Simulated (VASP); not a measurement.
# HgTe (I-4m2) in VASP: single point with r2SCAN

Aim: the single point of HgTe with r2SCAN.

Everything below comes from runs of VASP 6.6.1. Logs are shortened: lines on timing, memory, paths and dates and some standing lists are left out, and cuts for length are marked.

**1. The cell of the first run**

Symmetry: I-4m2, No. 119, tetragonal system. The conventional cell has a = 4.559 Å, b = 4.559 Å, c = 6.640 Å, α = 90.00°, β = 90.00°, γ = 90.00°. Hg (site symmetry -4m2) has 4 Te at 2.82 Å within 3.7 Å. Within 3.7 Å of Te (site symmetry -4m2) lie 4 Hg at 2.82 Å.

**2. Single point, r2SCAN (strain +0.000 along x and y, +0.030 along z)**

POSCAR

```
HgTe
1.0
    0.0000000000      3.2235000000      3.3202050000
    3.2235000000      0.0000000000      3.3202050000
    3.2235000000      3.2235000000      0.0000000000
Hg Te
1 1
Direct
    0.0000000000      0.0000000000      0.0000000000
    0.7500000000      0.7500000000      0.7500000000
```

INCAR.step1

```
SYSTEM = HgTe
PREC     = Accurate       ! precision mode
ENCUT    = 520            ! plane-wave cutoff, eV
ISMEAR   = 0              ! smearing method
SIGMA    = 0.15           ! smearing width, eV
LREAL    = .FALSE.        ! projectors in reciprocal space
LASPH    = .TRUE.         ! aspherical terms in the spheres
NELM     = 60             ! most SCF steps
NBANDS   = 16             ! bands
GGA      = PE             ! functional
ALGO     = Normal         ! electronic algorithm
EDIFF    = 1E-4           ! SCF threshold, eV
LWAVE    = .TRUE.         ! write WAVECAR
LCHARG   = .FALSE.        ! write CHGCAR
```

INCAR.step2

```
SYSTEM = HgTe
PREC     = Accurate       ! precision mode
ENCUT    = 520            ! plane-wave cutoff, eV
EDIFF    = 1E-6           ! SCF threshold, eV
ISMEAR   = 0              ! smearing method
SIGMA    = 0.15           ! smearing width, eV
LREAL    = .FALSE.        ! projectors in reciprocal space
LASPH    = .TRUE.         ! aspherical terms in the spheres
NELM     = 60             ! most SCF steps
ALGO     = Normal         ! electronic algorithm
ISIF     = 2              ! what is computed and relaxed
LWAVE    = .FALSE.        ! write WAVECAR
LCHARG   = .FALSE.        ! write CHGCAR
METAGGA  = R2SCAN         ! meta-GGA
LMIXTAU  = .TRUE.       
NBANDS   = 16             ! bands
ISTART   = 1
```

KPOINTS

```
Automatic mesh
0
G
  14 14 14
  0 0 0
```

Potentials or basis: VASP PAW PBE potentials, release 64 (Hg, Te).

Run with:

```bash
$ cat potpaw_PBE.64/Hg/POTCAR potpaw_PBE.64/Te/POTCAR > POTCAR
$ cp INCAR.step1 INCAR
$ mpirun -np 1 vasp_std > vasp.out
$ cp INCAR.step2 INCAR
$ mpirun -np 1 vasp_std > vasp.out
```

OUTCAR:

```text
SYSTEM = HgTe
   PREC = Accurate
   ENCUT = 520
   EDIFF = 1E-6
   ISMEAR = 0
   LREAL = .FALSE.
   LASPH = .TRUE.
   NELM = 60
   ISIF = 2
   METAGGA = R2SCAN
   ISTART = 1

 ion  position               nearest neighbor table
   1  0.000  0.000  0.000-   2 2.82   2 2.82   2 2.82   2 2.82
   2  0.750  0.750  0.750-   1 2.82   1 2.82   1 2.82   1 2.82

  LATTYP: Found a body centered tetragonal cell.
 ALAT       =     4.5587174183
 C/A-ratio  =     1.4566399692

  Lattice vectors:

 A1 = (  -3.2235000000,   0.0000000000,   3.3202050000)
 A2 = (   3.2235000000,   0.0000000000,   3.3202050000)
 A3 = (   0.0000000000,   3.2235000000,  -3.3202050000)

Analysis of symmetry for initial positions (statically):
=====================================================================
 Subroutine PRICEL returns:
 Original cell was already a primitive cell.

 Routine SETGRP: Setting up the symmetry group for a
 body centered tetragonal supercell.

 Subroutine GETGRP returns: Found  8 space group operations
 (whereof  8 operations were pure point group operations)
 out of a pool of 16 trial point group operations.

The static configuration has the point symmetry D_2d.

Analysis of symmetry for dynamics (positions and initial velocities):
=====================================================================
 Subroutine PRICEL returns:
 Original cell was already a primitive cell.

 Routine SETGRP: Setting up the symmetry group for a
 body centered tetragonal supercell.

 Subroutine GETGRP returns: Found  8 space group operations
 (whereof  8 operations were pure point group operations)
 out of a pool of 16 trial point group operations.

The dynamic configuration has the point symmetry D_2d.

 Subroutine INISYM returns: Found  8 space group operations
 (whereof  8 operations are pure point group operations),
 and found     1 'primitive' translations

----------------------------------------------------------------------------------------

                                     Primitive cell

  volume of cell :      69.0002

  direct lattice vectors                    reciprocal lattice vectors
     0.000000000  3.223500000  3.320205000    -0.155110904  0.155110904  0.150593111
[... 69 lines left out ...]
   number of dos      NEDOS =    301   number of ions     NIONS =      2
   total plane-waves  NPLWV =  46656
   dimension x,y,z NGX =    36 NGY =   36 NGZ =   36
   dimension x,y,z NGXF=    72 NGYF=   72 NGZF=   72
   ions per type =               1   1
   NGX,Y,Z   is equivalent  to a cutoff of  12.93, 12.93, 13.13 a.u.
   NGXF,Y,Z  is equivalent  to a cutoff of  25.87, 25.87, 26.26 a.u.
 SYSTEM =  HgTe
   PREC   = accura    normal or accurate (medium, high low for compatibility)
   ISTART =      1    job   : 0-new  1-cont  2-samecut
   ICHARG =      0    charge: 1-file 2-atom 10-const
   ISPIN  =      1    spin polarized calculation?
   LNONCOLLINEAR =      F non collinear calculations
   LSORBIT =      F    spin-orbit coupling
   LASPH  =      T    aspherical Exc in radial PAW
   ENCUT  =  520.0 eV  38.22 Ry    6.18 a.u.   8.60  8.60  8.48*2*pi/ulx,y,z
   NELM   =     60;   NELMIN=  2; NELMDL=  0     # of ELM steps
   EDIFF  = 0.1E-05   stopping-criterion for ELM
   LREAL  =      F    real-space projection
[... 7 lines left out ...]
   TEBEG  =    0.0;   TEEND  =   0.0 temperature during run
   PSTRESS=    0.0 pullay stress
   NELECT =      18.0000    total number of electrons
   NUPDOWN=      -1.0000    fix difference up-down
   EMIN   =  10.00;   EMAX   =-10.00  energy-range for DOS
   EFERMI =   0.00;   METHOD = LEGACY
   ISMEAR =     0;   SIGMA  =   0.15  broadening in eV -4-tet -1-fermi 0-gaus
   EFERMI_NEDOS =   21; number of points for ismear=-14 and -15
   IALGO  =     38    algorithm
   IMIX   =      4    mixing-type and parameters
     AMIX     =   0.40;   BMIX     =  1.00
     AMIX_MAG =   1.60;   BMIX_MAG =  1.00
  volume/ion in A,a.u.               =      34.50       232.82
  Fermi-wavevector in a.u.,A,eV,Ry     =   1.046042  1.976732 14.887533  1.094203
  Thomas-Fermi vector in A             =   2.180863
   LORBIT       =      0    0 simple, 1 ext, 2 COOP (PROOUT), +10 PAW based schemes
   METAGGA = R2SCAN    functional components
   LHFCALC =     F    Hartree Fock is set to
   AEXX    =    0.0000 exact exchange contribution
   IVDW    =     0    specifies the selected vdW correction
   LEPSILON=     F    determine dielectric tensor
   LRPA    =     F    only Hartree local field effects (RPA)
 non-spin polarized calculation
 Gauss-broadening in eV      SIGMA  =   0.15
  energy-cutoff  :      520.00
  volume of cell :       69.00
 maximum number of plane-waves:      1883
   NGX = 17   NGY = 17   NGZ = 17

 number of electron      18.0000003 magnetization

 Free energy of the ion-electron system (eV)
  ---------------------------------------------------
  ext. energy  EPLUGINS =         0.00000000
  ---------------------------------------------------
  free energy    TOTEN  =       -75.15430142 eV

  energy without entropy =      -75.15413414  energy(sigma->0) =      -75.15421778

 E-fermi :   2.7903     XC(G=0):  -9.2138

 val. band max:        2.6718909859   @ k =   0.0000   0.0000   0.0000
 cond. band min:       3.1236458762   @ k =   0.0714   0.0000   0.0000
 fundamental gap:      0.4517548903
 Fermi energy:         2.7903266117

 k-point     1 :       0.0000    0.0000    0.0000
  band No.  band energies     occupation
      1      -9.6085      2.00000
      2      -4.8795      2.00000
      3      -4.8719      2.00000
      4      -4.8719      2.00000
      5      -4.3384      2.00000
      6      -4.3205      2.00000
[... 433 lines left out ...]
      3      -4.7534      2.00000
      4      -4.6988      2.00000
      5      -4.3587      2.00000
      6      -4.3032      2.00000
[... 8 lines left out ...]
     15      12.1319      0.00000
     16      12.6313      0.00000

 [... further k-points ...]
[... 5 lines left out ...]
  --------------------------------------------------------------------------------------
  -------------------------------------------------------------------------------------
  Total        0.6162161      0.6162161      0.4164549      0.0000000      0.0000000      0.0000000
  in kB       14.3084762     14.3084762      9.6700404      0.0000000      0.0000000      0.0000000
  external PRESSURE =      12.7623309 kB  Pullay stress =       0.0000000 kB

 VOLUME and BASIS-vectors are now :
 -----------------------------------------------------------------------------
  energy-cutoff  :      520.00
  volume of cell :       69.00
      direct lattice vectors                 reciprocal lattice vectors
     0.000000000  3.223500000  3.320205000    -0.155110904  0.155110904  0.150593111
     3.223500000  0.000000000  3.320205000     0.155110904 -0.155110904  0.150593111
     3.223500000  3.223500000  0.000000000     0.155110904  0.155110904 -0.150593111

 POSITION                                       TOTAL-FORCE (eV/Angst)
 -----------------------------------------------------------------------------------
      0.00000      0.00000      0.00000        -0.000000     -0.000000     -0.000000
      4.83525      4.83525      4.98031         0.000000      0.000000      0.000000
 -----------------------------------------------------------------------------------
    total drift:                               -0.000000     -0.000000     -0.000000

  FREE ENERGIE OF THE ION-ELECTRON SYSTEM (eV)
  ---------------------------------------------------
  free  energy   TOTEN  =       -75.1543014234 eV

  energy  without entropy=      -75.1541341351  energy(sigma->0) =      -75.15421778
```

OSZICAR.step1:

```text
N       E                     dE             d eps       ncg     rms          rms(c)
DAV:   1     0.104435461451E+03    0.10444E+03   -0.79539E+03  7824   0.968E+02
DAV:   2    -0.146519881525E+00   -0.10458E+03   -0.97977E+02  9008   0.227E+02
DAV:   3    -0.378809326325E+01   -0.36416E+01   -0.36321E+01  9696   0.437E+01
DAV:   4    -0.382257109656E+01   -0.34478E-01   -0.34475E-01 11672   0.383E+00
DAV:   5    -0.382267566165E+01   -0.10457E-03   -0.10457E-03 10376   0.188E-01    0.731E+00
DAV:   6    -0.362135924628E+01    0.20132E+00   -0.39531E-01  9176   0.839E+00    0.582E+00
DAV:   7    -0.361432862186E+01    0.70306E-02   -0.95788E-02  9288   0.210E+00    0.216E+00
DAV:   8    -0.361364025991E+01    0.68836E-03   -0.10062E-02  8928   0.114E+00    0.519E-01
DAV:   9    -0.361365689971E+01   -0.16640E-04   -0.72040E-04 10288   0.307E-01
   1 F= -.36136569E+01 E0= -.36135370E+01  d E =-.239722E-03
```

Wall time 12 min (1 thread of Intel Xeon Platinum 8375C at 2.90GHz (Ice Lake), shared host); peak memory 0.42 GiB.

What came out:

```yaml
Free_energy: -75.1543 eV
Pressure: 1.3 GPa
Band_gap_on_the_k_mesh: zero (filled and empty bands touch)
```

Caveat: the cell differs from its parent crystal (strain +0.000 along x and y, +0.030 along z); semilocal functionals underestimate gaps, and a narrow one can read as zero; the PAW data sets were made with another functional, which shifts forces and pressure a little; spin-orbit coupling is left out, which moves the levels of the heavy elements.

The gap in the log of VASP goes by the Fermi energy; the results here count the filled bands.